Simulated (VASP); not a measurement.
# Lu5N (P6/mmm) in VASP: a series of runs

Runs on Lu5N. Level: PBE. Tasks: single point.

All numbers are computed with VASP 6.6.1; they aren't measurements. Logs are shortened: lines on timing, memory, paths and dates and some standing lists are left out, and cuts for length are marked.

## 1. The cell of the first run

The structure is hexagonal, space group P6/mmm (No. 191). The conventional cell has a = 5.757 Å, b = 5.757 Å, c = 4.671 Å, α = 90.00°, β = 90.00°, γ = 120.00°. Lu (site symmetry mmm) has 8 Lu at 2.87 to 2.88 Å and 4 N at 3.71 Å within 3.8 Å. Within 3.8 Å of Lu (site symmetry -6m2) lie 9 Lu at 2.87 to 3.32 Å and 3 N at 3.32 Å. Within 4.4 Å of N (site symmetry 6/mmm) lie 18 Lu at 3.32 to 3.71 Å.

## 2. Single point, PBE

Contents of INCAR:

```
SYSTEM = Lu5N
ALGO     = Normal         ! electronic algorithm
EDIFF    = 1E-7           ! SCF threshold, eV
ENCUT    = 520            ! plane-wave cutoff, eV
GGA      = PE             ! functional
ISIF     = 2              ! what is computed and relaxed
ISMEAR   = 0              ! smearing method
LASPH    = .True.         ! aspherical terms in the spheres
LCHARG   = .False.        ! write CHGCAR
LREAL    = .False.        ! projectors in reciprocal space
LWAVE    = .False.        ! write WAVECAR
NBANDS   = 74             ! bands
NELM     = 80             ! most SCF steps
PREC     = Accurate       ! precision mode
SIGMA    = 0.1            ! smearing width, eV
```

Contents of KPOINTS:

```
k-points
0
Gamma
  6 6 4
  0 0 0
```

Contents of POSCAR:

```
Lu5N
1.0
    5.7569919300      0.0000000000      0.0000000000
   -2.8784959600      4.9857012600      0.0000000000
    0.0000000000      0.0000000000      4.6711587100
Lu N
5 1
Direct
    0.0000000000      0.5000000000      0.5000000000
    0.3333333300      0.6666666700      0.0000000000
    0.6666666700      0.3333333300      0.0000000000
    0.5000000000      0.0000000000      0.5000000000
    0.5000000000      0.5000000000      0.5000000000
    0.0000000000      0.0000000000      0.0000000000
```

Potentials or basis: VASP PAW PBE potentials, release 64 (Lu, N).

Launch:

```sh
> cat potpaw_PBE.64/Lu/POTCAR potpaw_PBE.64/N/POTCAR > POTCAR
> mpirun -np 1 vasp_std > vasp.out
```

OUTCAR:

```text
SYSTEM = Lu5N
   EDIFF = 1E-7
   ENCUT = 520
   GGA = PE
   ISIF = 2
   ISMEAR = 0
   LASPH = .True.
   LREAL = .False.
   NELM = 80
   PREC = Accurate

 ion  position               nearest neighbor table
   1  0.000  0.500  0.500-   2 2.87   3 2.87   2 2.87   3 2.87   5 2.88   5 2.88   4 2.88   4 2.88

   2  0.333  0.667  0.000-   4 2.87   4 2.87   1 2.87   1 2.87   5 2.87   5 2.87   3 3.32   3 3.32
                             3 3.32
   3  0.667  0.333  0.000-   4 2.87   4 2.87   1 2.87   1 2.87   5 2.87   5 2.87   2 3.32   2 3.32
                             2 3.32
   4  0.500  0.000  0.500-   2 2.87   3 2.87   2 2.87   3 2.87   5 2.88   5 2.88   1 2.88   1 2.88

   5  0.500  0.500  0.500-   2 2.87   3 2.87   2 2.87   3 2.87   4 2.88   4 2.88   1 2.88   1 2.88

   6  0.000  0.000  0.000-

  LATTYP: Found a hexagonal cell.
 ALAT       =     5.7569919300
 C/A-ratio  =     0.8113887889

  Lattice vectors:

 A1 = (   5.7569919300,   0.0000000000,   0.0000000000)
 A2 = (  -2.8784959600,   4.9857012600,   0.0000000000)
 A3 = (   0.0000000000,   0.0000000000,   4.6711587100)

Analysis of symmetry for initial positions (statically):
=====================================================================
 Subroutine PRICEL returns:
 Original cell was already a primitive cell.

 Routine SETGRP: Setting up the symmetry group for a
 hexagonal supercell.

 Subroutine GETGRP returns: Found 24 space group operations
 (whereof 24 operations were pure point group operations)
 out of a pool of 24 trial point group operations.

The static configuration has the point symmetry D_6h.

Analysis of symmetry for dynamics (positions and initial velocities):
=====================================================================
 Subroutine PRICEL returns:
 Original cell was already a primitive cell.

 Routine SETGRP: Setting up the symmetry group for a
 hexagonal supercell.

 Subroutine GETGRP returns: Found 24 space group operations
 (whereof 24 operations were pure point group operations)
 out of a pool of 24 trial point group operations.

The dynamic configuration has the point symmetry D_6h.

 Subroutine INISYM returns: Found 24 space group operations
 (whereof 24 operations are pure point group operations),
 and found     1 'primitive' translations

----------------------------------------------------------------------------------------

                                     Primitive cell

  volume of cell :     134.0746

  direct lattice vectors                    reciprocal lattice vectors
     5.756991930  0.000000000  0.000000000     0.173701824  0.100286795  0.000000000
    -2.878495960  4.985701260  0.000000000     0.000000000  0.200573590  0.000000000
     0.000000000  0.000000000  4.671158710     0.000000000  0.000000000  0.214079645

  length of vectors
     5.756991930  5.756991927  4.671158710     0.200573590  0.200573590  0.214079645

  position of ions in fractional coordinates (direct lattice)
     0.000000000  0.500000000  0.500000000
     0.333333330  0.666666670  0.000000000
     0.666666670  0.333333330  0.000000000
     0.500000000  0.000000000  0.500000000
     0.500000000  0.500000000  0.500000000
     0.000000000  0.000000000  0.000000000

  ion indices of the primitive-cell ions
   primitive index   ion index
                 1           1
                 2           2
                 3           3
                 4           4
                 5           5
                 6           6

----------------------------------------------------------------------------------------

 KPOINTS: k-points

Automatic generation of k-mesh.
 Grid dimensions read from file:
 generate k-points for:    6    6    4

 Generating k-lattice:

  Cartesian coordinates                     Fractional coordinates (reciprocal lattice)
     0.028950304  0.016714466  0.000000000     0.166666667  0.000000000  0.000000000
     0.000000000  0.033428932  0.000000000     0.000000000  0.166666667  0.000000000
     0.000000000  0.000000000  0.053519911     0.000000000  0.000000000  0.250000000

  Length of vectors
     0.033428932  0.033428932  0.053519911

  Shift w.r.t. Gamma in fractional coordinates (k-lattice)
     0.000000000  0.000000000  0.000000000

 Subroutine IBZKPT returns following result:
 ===========================================

 Found     21 irreducible k-points:

 Following reciprocal coordinates:
            Coordinates               Weight
  0.000000  0.000000  0.000000      1.000000
  0.166667  0.000000  0.000000      6.000000
  0.333333  0.000000  0.000000      6.000000
  0.500000  0.000000  0.000000      3.000000
  0.166667  0.166667  0.000000      6.000000
  0.333333  0.166667  0.000000     12.000000
[... 13 lines left out ...]
  0.333333  0.166667  0.500000     12.000000
  0.333333  0.333333  0.500000      2.000000
   k-points           NKPTS =     21   k-points in BZ     NKDIM =     21   number of bands    NBANDS=     74
   number of dos      NEDOS =    301   number of ions     NIONS =      6
   total plane-waves  NPLWV =  82944
   dimension x,y,z NGX =    48 NGY =   48 NGZ =   36
   dimension x,y,z NGXF=    96 NGYF=   96 NGZF=   72
   ions per type =               5   1
   NGX,Y,Z   is equivalent  to a cutoff of  13.86, 13.86, 12.81 a.u.
   NGXF,Y,Z  is equivalent  to a cutoff of  27.72, 27.72, 25.62 a.u.
 SYSTEM =  Lu5N
   PREC   = accura    normal or accurate (medium, high low for compatibility)
   ISTART =      0    job   : 0-new  1-cont  2-samecut
   ICHARG =      2    charge: 1-file 2-atom 10-const
   ISPIN  =      1    spin polarized calculation?
   LNONCOLLINEAR =      F non collinear calculations
   LSORBIT =      F    spin-orbit coupling
   LASPH  =      T    aspherical Exc in radial PAW
   ENCUT  =  520.0 eV  38.22 Ry    6.18 a.u.  10.70 10.70  8.69*2*pi/ulx,y,z
   NELM   =     80;   NELMIN=  2; NELMDL= -5     # of ELM steps
   EDIFF  = 0.1E-06   stopping-criterion for ELM
   LREAL  =      F    real-space projection
   EDIFFG = 0.1E-05   stopping-criterion for IOM
   NSW    =      0    number of steps for IOM
   IBRION =     -1    ionic relax: 0-MD 1-quasi-New 2-CG
   NFREE  =      0    steps in history (QN), initial steepest desc. (CG)
   ISIF   =      2    stress and relaxation
   ISYM   =      2    0-nonsym 1-usesym 2-fastsym
   POTIM  = 0.5000    time-step for ionic-motion
   TEBEG  =    0.0;   TEEND  =   0.0 temperature during run
   PSTRESS=    0.0 pullay stress
   NELECT =     130.0000    total number of electrons
   NUPDOWN=      -1.0000    fix difference up-down
   EMIN   =  10.00;   EMAX   =-10.00  energy-range for DOS
   EFERMI =   0.00;   METHOD = LEGACY
   ISMEAR =     0;   SIGMA  =   0.10  broadening in eV -4-tet -1-fermi 0-gaus
   EFERMI_NEDOS =   21; number of points for ismear=-14 and -15
   IALGO  =     38    algorithm
   IMIX   =      4    mixing-type and parameters
     AMIX     =   0.40;   BMIX     =  1.00
     AMIX_MAG =   1.60;   BMIX_MAG =  1.00
  volume/ion in A,a.u.               =      22.35       150.80
  Fermi-wavevector in a.u.,A,eV,Ry     =   1.620344  3.062005 35.722278  2.625513
  Thomas-Fermi vector in A             =   2.714298
   LORBIT       =      0    0 simple, 1 ext, 2 COOP (PROOUT), +10 PAW based schemes
   GGA     = PE    functional components
   LHFCALC =     F    Hartree Fock is set to
   AEXX    =    0.0000 exact exchange contribution
   IVDW    =     0    specifies the selected vdW correction
   LEPSILON=     F    determine dielectric tensor
   LRPA    =     F    only Hartree local field effects (RPA)
 non-spin polarized calculation
 Gauss-broadening in eV      SIGMA  =   0.10
  energy-cutoff  :      520.00
  volume of cell :      134.07
 maximum number of plane-waves:      3665
 NGX is ok and might be reduce to    48
   NGX = 21   NGY = 21   NGZ = 17

 number of electron     129.9999990 magnetization

 Free energy of the ion-electron system (eV)
  ---------------------------------------------------
  ext. energy  EPLUGINS =         0.00000000
  ---------------------------------------------------
  free energy    TOTEN  =       -19.44397833 eV

  energy without entropy =      -19.40329064  energy(sigma->0) =      -19.42363449

 E-fermi :   2.3524     XC(G=0): -11.1800

 val. band max:        2.3449300804   @ k =   0.1667   0.0000   0.0000
 cond. band min:       2.3673773372   @ k =   0.1667   0.0000   0.2500
 fundamental gap:      0.0224472568
 Fermi energy:         2.3524008410

 k-point     1 :       0.0000    0.0000    0.0000
  band No.  band energies     occupation
      1     -53.6859      2.00000
      2     -53.4695      2.00000
      3     -53.4695      2.00000
      4     -53.4127      2.00000
      5     -53.3716      2.00000
      6     -25.4319      2.00000
[... 66 lines left out ...]
     73       5.6464      0.00000
     74       5.6464      0.00000

 k-point     2 :       0.1667    0.0000    0.0000
  band No.  band energies     occupation
      1     -53.6756      2.00000
      2     -53.4914      2.00000
      3     -53.4695      2.00000
      4     -53.4013      2.00000
      5     -53.3716      2.00000
      6     -25.3964      2.00000
[... 66 lines left out ...]
     73       5.3510      0.00000
     74       5.5790      0.00000

 k-point     3 :       0.3333    0.0000    0.0000
  band No.  band energies     occupation
      1     -53.6486      2.00000
      2     -53.5326      2.00000
      3     -53.4696      2.00000
      4     -53.3871      2.00000
      5     -53.3722      2.00000
      6     -25.2998      2.00000
[... 1375 lines left out ...]
     73       4.4184      0.00000
     74       4.5741      0.00000

 k-point    21 :       0.3333    0.3333    0.5000
  band No.  band energies     occupation
      1     -53.5458      2.00000
      2     -53.5458      2.00000
      3     -53.4694      2.00000
      4     -53.4257      2.00000
      5     -53.4257      2.00000
      6     -25.1980      2.00000
[... 66 lines left out ...]
     73       4.3098      0.00000
     74       4.8638      0.00000

------------------------ aborting loop because EDIFF is reached ----------------------------------------

  FORCE on cell =-STRESS in cart. coord.  units (eV):
  Direction    XX          YY          ZZ          XY          YZ          ZX
  --------------------------------------------------------------------------------------
  -------------------------------------------------------------------------------------
  Total       10.9593092     10.9593092     23.7103514      0.0000000     -0.0000000      0.0000000
  in kB      130.9625931    130.9625931    283.3362077      0.0000001     -0.0000000      0.0000000
  external PRESSURE =     181.7537979 kB  Pullay stress =       0.0000000 kB

 VOLUME and BASIS-vectors are now :
 -----------------------------------------------------------------------------
  energy-cutoff  :      520.00
  volume of cell :      134.07
      direct lattice vectors                 reciprocal lattice vectors
     5.756991930  0.000000000  0.000000000     0.173701824  0.100286795  0.000000000
    -2.878495960  4.985701260  0.000000000     0.000000000  0.200573590  0.000000000
     0.000000000  0.000000000  4.671158710     0.000000000  0.000000000  0.214079645

 POSITION                                       TOTAL-FORCE (eV/Angst)
 -----------------------------------------------------------------------------------
     -1.43925      2.49285      2.33558        -0.000000      0.000000      0.000000
     -0.00000      3.32380      0.00000         0.000000      0.000000     -0.000000
      2.87850      1.66190      0.00000         0.000000      0.000000      0.000000
      2.87850      0.00000      2.33558        -0.000000      0.000000      0.000000
      1.43925      2.49285      2.33558        -0.000000      0.000000      0.000000
      0.00000      0.00000      0.00000        -0.000000      0.000000      0.000000
 -----------------------------------------------------------------------------------
    total drift:                                0.000000      0.000000     -0.000000

  FREE ENERGIE OF THE ION-ELECTRON SYSTEM (eV)
  ---------------------------------------------------
  free  energy   TOTEN  =       -19.4439783332 eV

  energy  without entropy=      -19.4032906433  energy(sigma->0) =      -19.42363449
```

It took 5.3 min on 1 thread of Intel Xeon Platinum 8259CL at 2.50GHz (Skylake/Cascade Lake), shared host; peak memory 0.36 GiB.

What came out:

- Free energy: -19.4440 eV
- Pressure: 18.2 GPa
- Band gap on the k mesh: zero (band 65 reaches 3.35 eV, above the bottom of band 66 at 1.76 eV)

Stress tensor (GPa, compression positive):
```
13.10  0.00  0.00
 0.00 13.10  0.00
 0.00  0.00 28.33
```

Caveat: spin-orbit coupling is left out, which moves the levels of the heavy elements.

## 3. Single point, PBE

This run uses another cell than the first one, of 30.59 Å³/atom, 1.369 times its volume.

Contents of INCAR:

```
SYSTEM = Lu5N
ALGO = Normal ; EDIFF = 1E-7
ENCUT = 520 ; GGA = PE
ISIF = 2 ; ISMEAR = 0
LASPH = .True. ; LCHARG = .False.
LREAL = .False. ; LWAVE = .False.
NBANDS = 74 ; NELM = 80
PREC = Accurate ; SIGMA = 0.1
```

KPOINTS is that of step 2.

Contents of POSCAR:

```
Lu5N
1.0
    6.0449654064     -0.0000000030      0.0000000000
   -3.0224827006      5.2350936085      0.0000000000
    0.0000000000      0.0000000000      5.7989038286
Lu N
5 1
Direct
    0.0000000000      0.5000000000      0.5000000000
    0.3333333333      0.6666666667      0.0000000000
    0.6666666667      0.3333333333      0.0000000000
    0.5000000000      0.0000000000      0.5000000000
    0.5000000000      0.5000000000      0.5000000000
    0.0000000000      0.0000000000      0.0000000000
```

Potentials or basis: VASP PAW PBE potentials, release 64 (Lu, N).

Launch:

```sh
> cat potpaw_PBE.64/Lu/POTCAR potpaw_PBE.64/N/POTCAR > POTCAR
> mpirun -np 1 vasp_std > vasp.out
```

It took 7.1 min on 1 thread of Intel Xeon Platinum 8259CL at 2.50GHz (Skylake/Cascade Lake), shared host; peak memory 0.44 GiB.

It converged, with:

| Item | Value |
| --- | --- |
| Free energy | -22.5391 eV |
| Pressure | 0.1 GPa |
| Band gap on the k mesh | zero (band 65 reaches 1.67 eV, above the bottom of band 66 at 1.22 eV) |

Levels at points of the mesh, in eV from the Fermi level:
```csv
k point,band 62,band 63,band 64,band 65,band 66,band 67,band 68,band 69
"(0.00, 0.00, 0.00)",-1.05,-0.96,-0.93,-0.90,-0.10,0.07,0.07,0.14
"(0.50, 0.00, 0.00)",-0.34,-0.29,-0.28,-0.14,0.03,0.11,0.33,0.57
"(0.00, 0.00, 0.50)",-1.58,-1.47,-1.47,0.30,0.55,0.55,0.64,0.84
"(0.50, 0.00, 0.50)",-1.25,-0.48,-0.48,-0.11,0.16,0.20,0.56,0.70
```

Caveat: spin-orbit coupling is left out, which moves the levels of the heavy elements.

## 4. Single point, PBE

This run uses another cell than the first one, of 30.59 Å³/atom, 1.369 times its volume.

Contents of INCAR:

```
SYSTEM = Lu5N
PREC = Accurate ; ENCUT = 520
EDIFF = 1E-7 ; ISMEAR = 0
SIGMA = 0.1 ; LREAL = .FALSE.
LASPH = .TRUE. ; NELM = 60
ALGO = Normal ; ISIF = 2
LWAVE = .FALSE. ; LCHARG = .FALSE.
GGA = PE ; NBANDS = 74
```

Contents of KPOINTS:

```
Automatic mesh
0
G
  6 6 8
  0 0 0
```

Edit POSCAR of step 3 so:

```diff
@@ -2,4 +2,4 @@
 1.0
-    6.0449654064     -0.0000000030      0.0000000000
-   -3.0224827006      5.2350936085      0.0000000000
+    6.0449654064      0.0000000000      0.0000000000
+   -3.0224827032      5.2350936070      0.0000000000
     0.0000000000      0.0000000000      5.7989038286
```

Launch:

```sh
> cat potpaw_PBE.64/Lu/POTCAR potpaw_PBE.64/N/POTCAR > POTCAR
> mpirun -np 1 vasp_std > vasp.out
```

Run time: 11 min. Hardware: 1 thread of Intel Xeon Platinum 8259CL at 2.50GHz (Skylake/Cascade Lake), shared host; peak memory 0.54 GiB.

The run converged. Its results:

| Item | Value |
| --- | --- |
| Free energy | -22.5496 eV |
| Pressure | 0.1 GPa |
| Band gap on the k mesh | zero (band 65 reaches 1.66 eV, above the bottom of band 66 at 1.22 eV) |

Stress tensor (GPa, compression positive):
```
0.16 0.00 0.00
0.00 0.16 0.00
0.00 0.00 0.09
```

Levels at points of the mesh, in eV from the Fermi level:
```
           k point  band 62  band 63  band 64  band 65  band 66  band 67  band 68  band 69
(0.00, 0.00, 0.00)    -1.05    -0.97    -0.95    -0.91    -0.10     0.07     0.07     0.13
(0.50, 0.00, 0.00)    -0.34    -0.29    -0.29    -0.15     0.02     0.10     0.33     0.56
(0.00, 0.00, 0.50)    -1.59    -1.48    -1.48     0.28     0.55     0.55     0.64     0.84
(0.50, 0.00, 0.50)    -1.25    -0.50    -0.48    -0.11     0.15     0.20     0.55     0.70
```

Caveat: spin-orbit coupling is left out, which moves the levels of the heavy elements.

## 5. The runs side by side

```tsv
cell	k mesh	gap on the mesh (eV)	pressure (GPa)
a = 5.757, b = 5.757, c = 4.671 Å, angles 90.0, 90.0, 120.0°, 6 atoms	6 × 6 × 4	none	18.2
a = 6.045, b = 6.045, c = 5.799 Å, angles 90.0, 90.0, 120.0°, 6 atoms	6 × 6 × 4	none	0.1
a = 6.045, b = 6.045, c = 5.799 Å, angles 90.0, 90.0, 120.0°, 6 atoms	6 × 6 × 8	none	0.1
```

Alike in all rows: task single point; level PBE; potentials or basis VASP PAW PBE potentials, release 64 (Lu, N); no spin polarisation; cutoff (eV) 520; smearing gaussian 0.1 eV.

Caveats: spin-orbit coupling is left out, which moves the levels of the heavy elements.

Total energies depend on the potentials used, so only differences within one code and one set of settings carry meaning.
